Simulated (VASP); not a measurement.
# MgO (R-3m) in VASP: further runs

The runs below take MgO through single point, with PBE.

All numbers are computed with VASP 6.6.1; they aren't measurements. Logs are shortened: lines on timing, memory, paths and dates and some standing lists are left out, and cuts for length are marked.

## Step 1: The cell of the first run

The structure is trigonal, space group R-3m (No. 166). The conventional cell has a = 2.387 Å, b = 2.387 Å, c = 11.696 Å, α = 90.00°, β = 90.00°, γ = 120.00°. Mg (site symmetry -3m) has 6 Mg at 2.39 Å and 6 O at 2.39 Å within 3.2 Å. O (site symmetry -3m) has 6 O at 2.39 Å and 6 Mg at 2.39 Å within 3.2 Å.

## Step 2: Single point, PBE

INCAR

```
PREC = Accurate ; ENCUT = 520
EDIFF = 1E-7 ; ISMEAR = 0
SIGMA = 0.05 ; LREAL = F
LASPH = T ; NELM = 100
ALGO = Normal ; ISIF = 2
LWAVE = F ; LCHARG = F
GGA = PE ; NBANDS = 11
```

KPOINTS

```
Automatic mesh
0
Gamma
  10 10 10
```

POSCAR

```
MgO
1.0
    1.1254265525      2.8135663812      2.8135663812
    2.8135663812      1.1254265525      2.8135663812
    2.8135663812      2.8135663812      1.1254265525
Mg O
1 1
Direct
    0.0000000000      0.0000000000      0.0000000000
    0.5000000000      0.5000000000      0.5000000000
```

Potentials or basis: VASP PAW PBE potentials, release 64 (Mg, O).

Launch:

```bash
cat potpaw_PBE.64/Mg/POTCAR potpaw_PBE.64/O/POTCAR > POTCAR
mpirun -np 1 vasp_std > vasp.out
```

OUTCAR:

```text
PREC = Accurate
   ENCUT = 520
   EDIFF = 1E-7
   ISMEAR = 0
   LREAL = F
   LASPH = T
   NELM = 100
   ISIF = 2
   GGA = PE

 ion  position               nearest neighbor table
   1  0.000  0.000  0.000-   2 2.39   2 2.39   2 2.39   2 2.39   2 2.39   2 2.39
   2  0.500  0.500  0.500-   1 2.39   1 2.39   1 2.39   1 2.39   1 2.39   1 2.39

  LATTYP: Found a trigonal (rhomboedric) cell.
 ALAT       =     4.1350811948
 COS(alpha) =     0.8333333333

  Lattice vectors:

 A1 = (   1.1254265525,   2.8135663812,   2.8135663812)
 A2 = (   2.8135663812,   1.1254265525,   2.8135663812)
 A3 = (   2.8135663812,   2.8135663812,   1.1254265525)

Analysis of symmetry for initial positions (statically):
=====================================================================
 Subroutine PRICEL returns:
 Original cell was already a primitive cell.

 Routine SETGRP: Setting up the symmetry group for a
 trigonal (rhombohedral) supercell.

 Subroutine GETGRP returns: Found 12 space group operations
 (whereof 12 operations were pure point group operations)
 out of a pool of 12 trial point group operations.

The static configuration has the point symmetry D_3d.

Analysis of symmetry for dynamics (positions and initial velocities):
=====================================================================
 Subroutine PRICEL returns:
 Original cell was already a primitive cell.

 Routine SETGRP: Setting up the symmetry group for a
 trigonal (rhombohedral) supercell.

 Subroutine GETGRP returns: Found 12 space group operations
 (whereof 12 operations were pure point group operations)
 out of a pool of 12 trial point group operations.

The dynamic configuration has the point symmetry D_3d.

 Subroutine INISYM returns: Found 12 space group operations
 (whereof 12 operations are pure point group operations),
 and found     1 'primitive' translations

----------------------------------------------------------------------------------------

                                     Primitive cell

  volume of cell :      19.2436

  direct lattice vectors                    reciprocal lattice vectors
     1.125426553  2.813566381  2.813566381    -0.345547995  0.246819997  0.246819997
     2.813566381  1.125426553  2.813566381     0.246819997 -0.345547995  0.246819997
     2.813566381  2.813566381  1.125426553     0.246819997  0.246819997 -0.345547995

  length of vectors
     4.135081195  4.135081195  4.135081195     0.491165592  0.491165592  0.491165592

  position of ions in fractional coordinates (direct lattice)
     0.000000000  0.000000000  0.000000000
     0.500000000  0.500000000  0.500000000

  ion indices of the primitive-cell ions
   primitive index   ion index
                 1           1
                 2           2

----------------------------------------------------------------------------------------

 KPOINTS: Automatic mesh

Automatic generation of k-mesh.
 Grid dimensions read from file:
 generate k-points for:   10   10   10

 Generating k-lattice:

  Cartesian coordinates                     Fractional coordinates (reciprocal lattice)
    -0.034554800  0.024682000  0.024682000     0.100000000  0.000000000  0.000000000
     0.024682000 -0.034554800  0.024682000     0.000000000  0.100000000  0.000000000
     0.024682000  0.024682000 -0.034554800     0.000000000  0.000000000  0.100000000

  Length of vectors
     0.049116559  0.049116559  0.049116559

  Shift w.r.t. Gamma in fractional coordinates (k-lattice)
     0.000000000  0.000000000  0.000000000

 Subroutine IBZKPT returns following result:
 ===========================================

 Found    116 irreducible k-points:

 Following reciprocal coordinates:
            Coordinates               Weight
  0.000000  0.000000  0.000000      1.000000
  0.100000 -0.000000 -0.000000      6.000000
  0.200000 -0.000000 -0.000000      6.000000
  0.300000 -0.000000 -0.000000      6.000000
  0.400000  0.000000  0.000000      6.000000
  0.500000  0.000000 -0.000000      3.000000
[... 16 lines left out ...]
  0.300000  0.300000 -0.000000      6.000000
  0.400000  0.300000 -0.000000     12.000000
 [... further k-points ...]
   k-points           NKPTS =    116   k-points in BZ     NKDIM =    116   number of bands    NBANDS=     11
   number of dos      NEDOS =    301   number of ions     NIONS =      2
   total plane-waves  NPLWV =  32768
   dimension x,y,z NGX =    32 NGY =   32 NGZ =   32
   dimension x,y,z NGXF=    64 NGYF=   64 NGZF=   64
   ions per type =               1   1
   NGX,Y,Z   is equivalent  to a cutoff of  12.87, 12.87, 12.87 a.u.
   NGXF,Y,Z  is equivalent  to a cutoff of  25.73, 25.73, 25.73 a.u.
 SYSTEM =  unknown system
   PREC   = accura    normal or accurate (medium, high low for compatibility)
   ISTART =      0    job   : 0-new  1-cont  2-samecut
   ICHARG =      2    charge: 1-file 2-atom 10-const
   ISPIN  =      1    spin polarized calculation?
   LNONCOLLINEAR =      F non collinear calculations
   LSORBIT =      F    spin-orbit coupling
   LASPH  =      T    aspherical Exc in radial PAW
   ENCUT  =  520.0 eV  38.22 Ry    6.18 a.u.   7.69  7.69  7.69*2*pi/ulx,y,z
   NELM   =    100;   NELMIN=  2; NELMDL= -5     # of ELM steps
   EDIFF  = 0.1E-06   stopping-criterion for ELM
   LREAL  =      F    real-space projection
   EDIFFG = 0.1E-05   stopping-criterion for IOM
   NSW    =      0    number of steps for IOM
   IBRION =     -1    ionic relax: 0-MD 1-quasi-New 2-CG
   NFREE  =      0    steps in history (QN), initial steepest desc. (CG)
   ISIF   =      2    stress and relaxation
   ISYM   =      2    0-nonsym 1-usesym 2-fastsym
   POTIM  = 0.5000    time-step for ionic-motion
   TEBEG  =    0.0;   TEEND  =   0.0 temperature during run
   PSTRESS=    0.0 pullay stress
   NELECT =       8.0000    total number of electrons
   NUPDOWN=      -1.0000    fix difference up-down
   EMIN   =  10.00;   EMAX   =-10.00  energy-range for DOS
   EFERMI =   0.00;   METHOD = LEGACY
   ISMEAR =     0;   SIGMA  =   0.05  broadening in eV -4-tet -1-fermi 0-gaus
   EFERMI_NEDOS =   21; number of points for ismear=-14 and -15
   IALGO  =     38    algorithm
   IMIX   =      4    mixing-type and parameters
     AMIX     =   0.40;   BMIX     =  1.00
     AMIX_MAG =   1.60;   BMIX_MAG =  1.00
  volume/ion in A,a.u.               =       9.62        64.93
  Fermi-wavevector in a.u.,A,eV,Ry     =   1.221827  2.308918 20.311613  1.492861
  Thomas-Fermi vector in A             =   2.356996
   LORBIT       =      0    0 simple, 1 ext, 2 COOP (PROOUT), +10 PAW based schemes
   GGA     = PE    functional components
   LHFCALC =     F    Hartree Fock is set to
   AEXX    =    0.0000 exact exchange contribution
   IVDW    =     0    specifies the selected vdW correction
   LEPSILON=     F    determine dielectric tensor
   LRPA    =     F    only Hartree local field effects (RPA)
 non-spin polarized calculation
 Gauss-broadening in eV      SIGMA  =   0.05
  energy-cutoff  :      520.00
  volume of cell :       19.24
 maximum number of plane-waves:       536
   NGX = 15   NGY = 15   NGZ = 15

 number of electron       7.9999998 magnetization

 Free energy of the ion-electron system (eV)
  ---------------------------------------------------
  ext. energy  EPLUGINS =         0.00000000
  ---------------------------------------------------
  free energy    TOTEN  =        -5.40101705 eV

  energy without entropy =       -5.39854403  energy(sigma->0) =       -5.39978054

 E-fermi :   5.6934     XC(G=0): -11.2517

 val. band max:        5.6775718310   @ k =  -0.2000   0.1000   0.1000
 cond. band min:       5.6987459935   @ k =   0.4000   0.4000   0.4000
 fundamental gap:      0.0211741626
 Fermi energy:         5.6933947231

 k-point     1 :       0.0000    0.0000    0.0000
  band No.  band energies     occupation
      1     -13.7260      2.00000
      2      -0.2700      2.00000
      3       0.6803      2.00000
      4       6.5101      0.00000
      5       6.5101      0.00000
      6      15.6938      0.00000
      7      19.3105      0.00000
      8      25.0606      0.00000
      9      25.0606      0.00000
     10      29.7042      0.00000
     11      30.8219      0.00000

 k-point     2 :       0.1000   -0.0000   -0.0000
  band No.  band energies     occupation
      1     -13.5296      2.00000
      2      -0.2179      2.00000
      3       1.1216      2.00000
      4       5.9016      0.00000
      5       6.3813      0.00000
      6      15.5292      0.00000
      7      19.8158      0.00000
      8      22.2503      0.00000
      9      24.8664      0.00000
     10      29.0060      0.00000
     11      30.3646      0.00000

 k-point     3 :       0.2000   -0.0000   -0.0000
  band No.  band energies     occupation
      1     -12.9758      2.00000
      2       0.1215      2.00000
      3       2.0523      2.00000
      4       4.5605      2.00000
      5       6.0563      0.00000
      6      14.9525      0.00000
      7      18.8159      0.00000
      8      20.9009      0.00000
      9      24.3879      0.00000
     10      25.4947      0.00000
     11      28.5452      0.00000

 k-point     4 :       0.3000   -0.0000   -0.0000
  band No.  band energies     occupation
      1     -12.1874      2.00000
      2       0.7484      2.00000
      3       1.8687      2.00000
      4       4.4764      2.00000
      5       5.6770      1.35774
      6      13.4979      0.00000
      7      16.8278      0.00000
      8      21.8239      0.00000
      9      22.3909      0.00000
     10      23.8581      0.00000
     11      25.9044      0.00000

 k-point     5 :       0.4000    0.0000    0.0000
  band No.  band energies     occupation
      1     -11.4241      2.00000
      2       0.4042      2.00000
      3       1.6649      2.00000
      4       5.3859      2.00000
      5       5.8126      0.00075
      6      11.6342      0.00000
      7      16.1208      0.00000
      8      19.9818      0.00000
      9      22.3623      0.00000
     10      23.4738      0.00000
     11      23.9541      0.00000
[... 211 lines left out ...]
 k-point    21 :      -0.3000    0.2000    0.0000
  band No.  band energies     occupation
      1     -11.1533      2.00000
      2       0.8398      2.00000
      3       2.0901      2.00000
      4       3.7489      2.00000
      5       6.5551      0.00000
      6      11.0804      0.00000
      7      17.0720      0.00000
      8      17.5887      0.00000
      9      20.8849      0.00000
     10      22.5205      0.00000
     11      26.8662      0.00000

 k-point    22 :      -0.2000    0.2000    0.0000
  band No.  band energies     occupation
      1     -11.8008      2.00000
      2       1.5057      2.00000
      3       1.5637      2.00000
      4       4.6061      2.00000
      5       4.9957      2.00000
      6      12.5487      0.00000
      7      17.1485      0.00000
      8      19.1790      0.00000
      9      22.7007      0.00000
     10      23.3803      0.00000
     11      26.0083      0.00000

 k-point    23 :       0.3000    0.3000   -0.0000
  band No.  band energies     occupation
      1     -12.1650      2.00000
      2       0.0482      2.00000
      3       2.1261      2.00000
      4       5.4650      2.00000
      5       5.6736      1.42409
      6      12.9163      0.00000
      7      16.2878      0.00000
      8      20.5754      0.00000
      9      23.1427      0.00000
     10      24.5672      0.00000
     11      29.2036      0.00000

 k-point    24 :       0.4000    0.3000   -0.0000
  band No.  band energies     occupation
      1     -11.6685      2.00000
      2       0.4829      2.00000
      3       1.5466      2.00000
      4       5.0455      2.00000
      5       6.4849      0.00000
      6      11.8502      0.00000
      7      15.9459      0.00000
      8      19.4560      0.00000
      9      22.1671      0.00000
     10      24.4058      0.00000
     11      26.6518      0.00000

 [... further k-points ...]
[... 5 lines left out ...]
  --------------------------------------------------------------------------------------
  -------------------------------------------------------------------------------------
  Total        4.2845103      4.2845103      4.2845103     -6.7663248     -6.7663248     -6.7663248
  in kB      356.7192378    356.7192378    356.7192378   -563.3498509   -563.3498509   -563.3498509
  external PRESSURE =     356.7192378 kB  Pullay stress =       0.0000000 kB

 VOLUME and BASIS-vectors are now :
 -----------------------------------------------------------------------------
  energy-cutoff  :      520.00
  volume of cell :       19.24
      direct lattice vectors                 reciprocal lattice vectors
     1.125426553  2.813566381  2.813566381    -0.345547995  0.246819997  0.246819997
     2.813566381  1.125426553  2.813566381     0.246819997 -0.345547995  0.246819997
     2.813566381  2.813566381  1.125426553     0.246819997  0.246819997 -0.345547995

 POSITION                                       TOTAL-FORCE (eV/Angst)
 -----------------------------------------------------------------------------------
      0.00000      0.00000      0.00000        -0.000000      0.000000     -0.000000
      3.37628      3.37628      3.37628         0.000000     -0.000000      0.000000
 -----------------------------------------------------------------------------------
    total drift:                                0.000000      0.000000      0.000000

  FREE ENERGIE OF THE ION-ELECTRON SYSTEM (eV)
  ---------------------------------------------------
  free  energy   TOTEN  =        -5.4010170531 eV

  energy  without entropy=       -5.3985440318  energy(sigma->0) =       -5.39978054
```

It took 36 s on 1 thread of AMD EPYC 9R14 (Zen 4), shared host; peak memory 0.16 GiB.

Results:

```yaml
Free_energy: -5.4010 eV
Pressure: 35.7 GPa
Band_gap_on_the_k_mesh: zero (band 4 reaches 6.51 eV, above the bottom of band 5 at 5.00 eV)
```

Stress tensor (GPa, compression positive):
```
 35.67 -56.33 -56.33
-56.33  35.67 -56.33
-56.33 -56.33  35.67
```

## Step 3: Single point, PBE

This run uses another cell than the first one, of the same volume but with other edges.

INCAR

```
SYSTEM = MgO
PREC = Accurate
ENCUT = 520
EDIFF = 1E-6
ISMEAR = 0
SIGMA = 0.05
LREAL = .FALSE.
LASPH = .TRUE.
NELM = 80
ALGO = Normal
ISIF = 2
LWAVE = .FALSE.
LCHARG = .TRUE.
GGA = PE
LELF = .TRUE.
LVHAR = .TRUE.
NBANDS = 11
```

KPOINTS

```
Automatic mesh
0
G
  10 10 10
  0 0 0
```

POSCAR

```
MgO
1.0
   -0.4609343113      1.9232086781      1.9232086781
    1.9232086781     -0.4609343113      1.9232086781
    1.9232086781      1.9232086781     -0.4609343113
Mg O
1 1
Direct
    0.0000000000      0.0000000000      0.0000000000
    0.5000000000      0.5000000000      0.5000000000
```

Potentials or basis: VASP PAW PBE potentials, release 64 (Mg, O).

Launch:

```bash
cat potpaw_PBE.64/Mg/POTCAR potpaw_PBE.64/O/POTCAR > POTCAR
mpirun -np 1 vasp_std > vasp.out
```

OUTCAR:

```text
SYSTEM = MgO
   PREC = Accurate
   ENCUT = 520
   EDIFF = 1E-6
   ISMEAR = 0
   LREAL = .FALSE.
   LASPH = .TRUE.
   NELM = 80
   ISIF = 2
   GGA = PE

 ion  position               nearest neighbor table
   1  0.000  0.000  0.000-   2 2.18   2 2.18   2 2.18   2 2.18   2 2.18   2 2.18
   2  0.500  0.500  0.500-   1 2.18   1 2.18   1 2.18   1 2.18   1 2.18   1 2.18

  LATTYP: Found a trigonal (rhomboedric) cell.
 ALAT       =     2.7586090115
 COS(alpha) =     0.2530624440

  Lattice vectors:

 A1 = (  -0.4609343113,   1.9232086781,   1.9232086781)
 A2 = (   1.9232086781,  -0.4609343113,   1.9232086781)
[... 516 lines left out ...]
      9      24.1834      0.00000
     10      26.2599      0.00000
     11      26.5558      0.00000

 [... further k-points ...]
[... 5 lines left out ...]
  --------------------------------------------------------------------------------------
  -------------------------------------------------------------------------------------
  Total       -0.1139991     -0.1139991     -0.1139991      1.7124100      1.7124100      1.7124100
  in kB       -9.4913227     -9.4913227     -9.4913227    142.5716214    142.5716214    142.5716214
  external PRESSURE =      -9.4913227 kB  Pullay stress =       0.0000000 kB

 VOLUME and BASIS-vectors are now :
 -----------------------------------------------------------------------------
  energy-cutoff  :      520.00
  volume of cell :       19.24
      direct lattice vectors                 reciprocal lattice vectors
    -0.460934311  1.923208678  1.923208678    -0.181165679  0.238272251  0.238272251
     1.923208678 -0.460934311  1.923208678     0.238272251 -0.181165679  0.238272251
     1.923208678  1.923208678 -0.460934311     0.238272251  0.238272251 -0.181165679

 POSITION                                       TOTAL-FORCE (eV/Angst)
 -----------------------------------------------------------------------------------
      0.00000      0.00000      0.00000        -0.000000      0.000000     -0.000000
      1.69274      1.69274      1.69274         0.000000     -0.000000      0.000000
 -----------------------------------------------------------------------------------
    total drift:                               -0.000000     -0.000000      0.000000

  FREE ENERGIE OF THE ION-ELECTRON SYSTEM (eV)
  ---------------------------------------------------
  free  energy   TOTEN  =       -11.0670102436 eV

  energy  without entropy=      -11.0670102436  energy(sigma->0) =      -11.06701024
```

stdout:

```text
POSCAR found type information on POSCAR MgO
 POSCAR found :  2 types and       2 ions
 scaLAPACK will be used
 LDA part: xc-table for (Slater+PW92), standard interpolation
 POSCAR, INCAR and KPOINTS ok, starting setup
 FFT: planning ... GRIDC
 FFT: planning ... GRID_SOFT
 FFT: planning ... GRID
 WAVECAR not read
 entering main loop
```

Run time: 17 s. Hardware: 1 thread of AMD EPYC 9R14 (Zen 4), shared host; peak memory 0.12 GiB.

What came out:

| Property | Result |
| --- | --- |
| Free energy | -11.0670 eV |
| Pressure | -0.9 GPa |
| Band gap on the k mesh | 2.73 eV, direct |

Levels at points of the mesh, in eV from the valence-band top:
```
           k point  band 1  band 2  band 3  band 4  band 5  band 6  band 7  band 8  band 9
(0.00, 0.00, 0.00)  -17.99   -1.21   -1.21    0.00    2.73   11.80   11.80   17.67   21.37
(0.50, 0.00, 0.00)  -16.90   -5.79   -1.28   -0.32    6.79    9.69   15.09   16.52   19.95
(0.50, 0.50, 0.00)  -16.32   -4.74   -3.38   -0.66    6.04   11.01   11.18   14.57   20.64
(0.50, 0.50, 0.50)  -15.87   -4.20   -2.62   -2.62    5.48   10.66   10.66   14.54   16.85
```
